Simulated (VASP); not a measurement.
# Si18N24O (a cell with a defect) in VASP: further runs

Si18N24O (a cell with a defect) is run at these levels: PBE, r2SCAN; tasks: single point.

All numbers are computed with VASP 6.6.1; they aren't measurements. Logs are shortened: lines on timing, memory, paths and dates and some standing lists are left out, and cuts for length are marked.

### 1 The cell of the first run

The cell holds a defect, 43 atoms: a = 7.663 Å, b = 7.663 Å, c = 8.778 Å, α = 90.00°, β = 90.00°, γ = 120.00°.

### 2 Single point, PBE

The input, INCAR:

```
PREC = Accurate ; ENCUT = 520
EDIFF = 1E-6 ; ISMEAR = -1
SIGMA = 0.01 ; LREAL = Auto
LASPH = True ; NELM = 120
ALGO = Normal ; ISIF = 2
LWAVE = False ; LCHARG = True
GGA = PE ; LELF = True
LVHAR = True ; NELECT = 200.0
NBANDS = 126 ; GGA_COMPAT = False
ISYM = -1
```

The input, KPOINTS:

```
explicit points
1
Reciprocal
  0.25000000   0.25000000   0.25000000 1
```

The input, POSCAR:

```
Si18N24O
1.0
    7.6633883341      0.0000000029      0.0000000000
   -3.8316941696      6.6366889750      0.0000000000
    0.0000000000      0.0000000000      8.7784169900
Si N O
18 24 1
Direct
    0.2266463450      0.8255468309      0.2549842961
    0.4071106151      0.2345745419      0.0839885648
    0.8272798296      0.5952863775      0.0757122455
    0.1733667250      0.4076263754      0.2498277989
    0.5931467296      0.7663843018      0.2506746388
    0.7675618619      0.1741821689      0.0826903473
    0.1948560125      0.8382754258      0.5949373530
    0.3961294062      0.2301873791      0.4184821158
    0.8173442379      0.5795069609      0.4118709858
    0.1701250178      0.4195629377      0.5840025886
    0.5834880005      0.7712072664      0.5848084093
    0.7663717032      0.1726467936      0.4164096194
    0.2414546968      0.8367278941      0.9180525538
    0.4196390733      0.2458550698      0.7511653656
    0.8529354858      0.6441189150      0.7331039864
    0.1736192597      0.4080330266      0.9161027553
    0.5912299759      0.7700150203      0.9153315447
    0.7623023005      0.1843920749      0.7497274655
    0.3322347486      0.6687244019      0.2522011227
    0.6669913592      0.3340144672      0.0810308290
    0.9641922219      0.6647068853      0.2449859580
    0.3016255843      0.9737471493      0.0896436515
    0.6692060897      0.7003293668      0.0821047891
    0.3313352170      0.3056991434      0.2486601757
    0.0297981300      0.3317076150      0.0837534690
    0.7001288207      0.0279311209      0.2488089174
    0.3267395385      0.6790149088      0.5844356836
    0.6531277115      0.3209478059      0.4067133469
    0.9636064589      0.6011266578      0.5631498320
    0.2816591662      0.9699976675      0.4186019768
    0.6689618486      0.6990614160      0.4181367286
    0.3310992945      0.3095021626      0.5845027206
    0.0295550685      0.3210775119      0.4129007835
    0.7016663090      0.0349758587      0.5830849422
    0.3321169796      0.6687420846      0.9237440345
    0.6784267865      0.3569239151      0.7517365054
    0.9768639840      0.6792363905      0.9151329491
    0.3501284873      0.9888637314      0.7594638625
    0.6467379652      0.6888935004      0.7499303259
    0.3293014536      0.3020928738      0.9190219924
    0.0294374371      0.3310718775      0.7524637294
    0.7055290506      0.0330155434      0.9170606445
    0.0157915177     -0.1068634945      0.6724889709
```

Potentials or basis: VASP PAW PBE potentials, release 64 (Si, N, O).

Command:

```sh
> cat potpaw_PBE.64/Si/POTCAR potpaw_PBE.64/N/POTCAR potpaw_PBE.64/O/POTCAR > POTCAR
> mpirun -np 1 vasp_std > vasp.out
```

OUTCAR:

```text
PREC = Accurate
   ENCUT = 520
   EDIFF = 1E-6
   ISMEAR = -1
   LREAL = Auto
   LASPH = True
   NELM = 120
   ISIF = 2
   GGA = PE
   NELECT = 200.0
   ISYM = -1

 ion  position               nearest neighbor table
   1  0.227  0.826  0.255-  30 1.73  19 1.75  22 1.75  21 1.76  13 2.96   7 3.00   4 3.02   8 3.06
                             5 3.06   9 3.06   3 3.09   2 3.11
   2  0.407  0.235  0.084-  40 1.74  20 1.74  22 1.74  24 1.74  14 2.92   8 2.94   3 3.02   6 3.02
                            13 3.03   4 3.08  16 3.09   1 3.11
   3  0.827  0.595  0.076-  37 1.73  21 1.74  20 1.75  23 1.76   9 2.95   2 3.02   6 3.02  15 3.02
                            17 3.08  13 3.09   1 3.09   5 3.11
   4  0.173  0.408  0.250-  33 1.72  24 1.74  25 1.74  19 1.75  16 2.93  10 2.94   5 3.01   1 3.02
                             8 3.05   6 3.08   2 3.08  12 3.08
   5  0.593  0.766  0.251-  26 1.75  19 1.75  31 1.75  23 1.76  11 2.93  17 2.94   4 3.01   1 3.06
                            12 3.07   9 3.08   6 3.09   3 3.11
   6  0.768  0.174  0.083-  42 1.73  20 1.74  25 1.75  26 1.75  18 2.92  12 2.93   2 3.02   3 3.02
                            17 3.06  16 3.08   4 3.08   5 3.09
   7  0.195  0.838  0.595-  43 1.76  30 1.78  29 1.82  38 1.86  27 1.94  15 2.58  13 2.86   1 3.00
                             9 3.02   8 3.03  14 3.04  10 3.12
   8  0.396  0.230  0.418-  30 1.73  28 1.73  32 1.74  24 1.76  14 2.92   2 2.94   9 2.99   7 3.03
                             4 3.05   1 3.06  12 3.08  10 3.12
   9  0.817  0.580  0.412-  29 1.69  28 1.74  21 1.76  31 1.78  15 2.85  12 2.94   3 2.95   8 2.99
                             7 3.02   1 3.06   5 3.08
  10  0.170  0.420  0.584-  27 1.73  41 1.75  33 1.78  32 1.81  16 2.92   4 2.94  11 2.96  12 3.08
                            18 3.08   8 3.12   7 3.12
  11  0.583  0.771  0.585-  27 1.73  39 1.74  34 1.75  31 1.80  17 2.90   5 2.93  10 2.96  15 2.99
                            12 3.05  18 3.11
  12  0.766  0.173  0.416-  34 1.73  28 1.74  33 1.75  26 1.76  18 2.93   6 2.93   9 2.94  11 3.05
                             5 3.07  10 3.08   4 3.08   8 3.08
  13  0.241  0.837  0.918-  38 1.74  35 1.74  22 1.76  37 1.77   7 2.86   1 2.96  17 2.97   2 3.03
                            15 3.05  16 3.06   3 3.09  14 3.09
  14  0.420  0.246  0.751-  36 1.72  38 1.77  40 1.77  32 1.78  18 2.89   2 2.92   8 2.92   7 3.04
                            16 3.09  13 3.09
  15  0.853  0.644  0.733-  43 1.76  39 1.78  37 1.81  29 1.83  36 1.93   7 2.58   9 2.85  11 2.99
                             3 3.02  13 3.05  17 3.07
  16  0.174  0.408  0.916-  41 1.73  35 1.74  40 1.75  25 1.75  10 2.92   4 2.93  17 3.01  13 3.06
                             6 3.08   2 3.09  14 3.09  18 3.10
  17  0.591  0.770  0.915-  39 1.71  35 1.73  42 1.75  23 1.76  11 2.90   5 2.94  13 2.97  16 3.01
                             6 3.06  15 3.07   3 3.08  18 3.12
  18  0.762  0.184  0.750-  36 1.74  34 1.77  41 1.78  42 1.79  14 2.89   6 2.92  12 2.93  10 3.08
                            16 3.10  11 3.11  17 3.12
  19  0.332  0.669  0.252-   4 1.75   5 1.75   1 1.75
  20  0.667  0.334  0.081-   2 1.74   6 1.74   3 1.75
  21  0.964  0.665  0.245-   3 1.74   1 1.76   9 1.76
  22  0.302  0.974  0.090-   2 1.74   1 1.75  13 1.76
  23  0.669  0.700  0.082-   5 1.76   3 1.76  17 1.76
  24  0.331  0.306  0.249-   4 1.74   2 1.74   8 1.76
[... 16 lines left out ...]
  41  0.029  0.331  0.752-  16 1.73  10 1.75  18 1.78
  42  0.706  0.033  0.917-   6 1.73  17 1.75  18 1.79
  43  0.016  0.893  0.672-   7 1.76  15 1.76

IMPORTANT INFORMATION: All symmetrisations will be switched off!
NOSYMM: (Re-)initialisation of all symmetry stuff for point group C_1.

----------------------------------------------------------------------------------------

                                     Primitive cell

  volume of cell :     446.4661

  direct lattice vectors                    reciprocal lattice vectors
     7.663388334  0.000000003  0.000000000     0.130490581  0.075338772  0.000000000
[... 44 lines left out ...]
   TEBEG  =    0.0;   TEEND  =   0.0 temperature during run
   PSTRESS=    0.0 pullay stress
   NELECT =     200.0000    total number of electrons
   NUPDOWN=      -1.0000    fix difference up-down
   EMIN   =  10.00;   EMAX   =-10.00  energy-range for DOS
   EFERMI =   0.00;   METHOD = LEGACY
   ISMEAR =    -1;   SIGMA  =   0.01  broadening in eV -4-tet -1-fermi 0-gaus
   EFERMI_NEDOS =   21; number of points for ismear=-14 and -15
   IALGO  =     38    algorithm
   IMIX   =      4    mixing-type and parameters
     AMIX     =   0.40;   BMIX     =  1.00
     AMIX_MAG =   1.60;   BMIX_MAG =  1.00
  volume/ion in A,a.u.               =      10.38        70.07
  Fermi-wavevector in a.u.,A,eV,Ry     =   1.252628  2.367123 21.348575  1.569076
  Thomas-Fermi vector in A             =   2.386519
   LORBIT       =      0    0 simple, 1 ext, 2 COOP (PROOUT), +10 PAW based schemes
   GGA     = PE    functional components
   LHFCALC =     F    Hartree Fock is set to
   AEXX    =    0.0000 exact exchange contribution
   IVDW    =     0    specifies the selected vdW correction
   LEPSILON=     F    determine dielectric tensor
   LRPA    =     F    only Hartree local field effects (RPA)
 non-spin polarized calculation
  energy-cutoff  :      520.00
  volume of cell :      446.47
 maximum number of plane-waves:     12026
 NGX is ok and might be reduce to    56
   NGX = 29   NGY = 29   NGZ = 33

 number of electron     199.9999999 magnetization

 Free energy of the ion-electron system (eV)
  ---------------------------------------------------
  ext. energy  EPLUGINS =         0.00000000
  ---------------------------------------------------
  free energy    TOTEN  =      -331.62130381 eV

  energy without entropy =     -331.62130381  energy(sigma->0) =     -331.62130381

 E-fermi :   7.5449     XC(G=0): -10.9199

 val. band max:        7.2793682939   @ k =   0.2500   0.2500   0.2500
 cond. band min:      11.2590738067   @ k =   0.2500   0.2500   0.2500
 fundamental gap:      3.9797055128
 Fermi energy:         7.5449186379

 k-point     1 :       0.2500    0.2500    0.2500
  band No.  band energies     occupation
      1     -11.5118      2.00000
      2     -10.9775      2.00000
      3     -10.5776      2.00000
      4     -10.3651      2.00000
      5     -10.2311      2.00000
      6      -9.9181      2.00000
[... 104 lines left out ...]
    111      12.4594      0.00000
    112      12.5479      0.00000
 [bands above 112 left out]

------------------------ aborting loop because EDIFF is reached ----------------------------------------

  FORCE on cell =-STRESS in cart. coord.  units (eV):
  Direction    XX          YY          ZZ          XY          YZ          ZX
  --------------------------------------------------------------------------------------
  -------------------------------------------------------------------------------------
  Total       20.8499987     21.7425351     21.8062832      5.9439109      3.3548147      2.6466999
  in kB       74.8217927     78.0247267     78.2534918     21.3301723     12.0390057      9.4978823
  external PRESSURE =      77.0333371 kB  Pullay stress =       0.0000000 kB

 VOLUME and BASIS-vectors are now :
 -----------------------------------------------------------------------------
  energy-cutoff  :      520.00
  volume of cell :      446.47
      direct lattice vectors                 reciprocal lattice vectors
     7.663388334  0.000000003  0.000000000     0.130490581  0.075338772  0.000000000
    -3.831694170  6.636688975  0.000000000    -0.000000000  0.150677545  0.000000000
     0.000000000  0.000000000  8.778416990     0.000000000  0.000000000  0.113915755

 POSITION                                       TOTAL-FORCE (eV/Angst)
 -----------------------------------------------------------------------------------
     -1.42636      5.47890      2.23836        -0.005963     -0.004186      0.007099
      2.22103      1.55680      0.73729         0.005487     -0.006261      0.001053
      4.05881      3.95073      0.66463         0.000309      0.003970     -0.005133
     -0.23332      2.70529      2.19309        -0.007745     -0.003916      0.001518
      1.60896      5.08625      2.20053        -0.004888      0.007995     -0.000285
      5.21471      1.15599      0.72589         0.004831      0.006452      0.005102
[... 35 lines left out ...]
      5.28024      0.21911      8.05034        -0.001853     -0.007797      0.001719
     -3.30121      5.92747      5.90339        -0.026009      0.061088      0.008260
 -----------------------------------------------------------------------------------
    total drift:                               -0.008607     -0.000370      0.004562

  FREE ENERGIE OF THE ION-ELECTRON SYSTEM (eV)
  ---------------------------------------------------
  free  energy   TOTEN  =      -331.6213038095 eV

  energy  without entropy=     -331.6213038095  energy(sigma->0) =     -331.62130381
```

Wall time 4.9 min (1 thread of Intel Xeon 8259CL, shared host); peak memory 0.54 GiB.

What came out:

- Free energy: -331.6213 eV
- Largest force: 0.096 eV/Å

Forces on the atoms (eV/Å):
```
Si  -0.006 -0.004  0.007
Si   0.005 -0.006  0.001
Si   0.000  0.004 -0.005
Si  -0.008 -0.004  0.002
Si  -0.005  0.008  0.000
Si   0.005  0.006  0.005
Si   0.080 -0.006 -0.046
Si   0.013 -0.002 -0.004
Si   0.003  0.000  0.000
Si  -0.010 -0.022  0.003
Si   0.006  0.012  0.000
Si   0.007  0.011  0.003
Si  -0.001 -0.008  0.004
Si  -0.008 -0.004  0.000
Si  -0.027 -0.085  0.036
Si  -0.007 -0.002 -0.004
Si  -0.002  0.005  0.001
Si   0.022 -0.005 -0.006
N   -0.002 -0.001 -0.002
N   -0.002  0.004  0.001
N   -0.001  0.003  0.001
N    0.000  0.011  0.000
N    0.003 -0.004  0.000
N    0.000  0.003 -0.003
N    0.001 -0.003  0.003
N    0.002 -0.001 -0.005
N    0.002  0.009 -0.001
N   -0.005  0.001 -0.001
N   -0.011  0.020  0.011
N   -0.006 -0.007  0.008
N    0.003 -0.004  0.000
N    0.002 -0.007  0.001
N   -0.011  0.000 -0.003
N    0.000 -0.002 -0.001
N    0.001 -0.002  0.001
N    0.000  0.006  0.001
N   -0.008  0.012 -0.020
N   -0.027 -0.002 -0.002
N    0.015  0.010 -0.004
N    0.002  0.003  0.005
N    0.003  0.001  0.003
N   -0.002 -0.008  0.002
O   -0.026  0.061  0.008
```

Caveat: the cell carries a net charge on a neutralising background, which shifts energy and pressure; the cell is charged against a uniform background, so pressure and absolute levels hang on convention.

(Continued in part 2 of 2.)
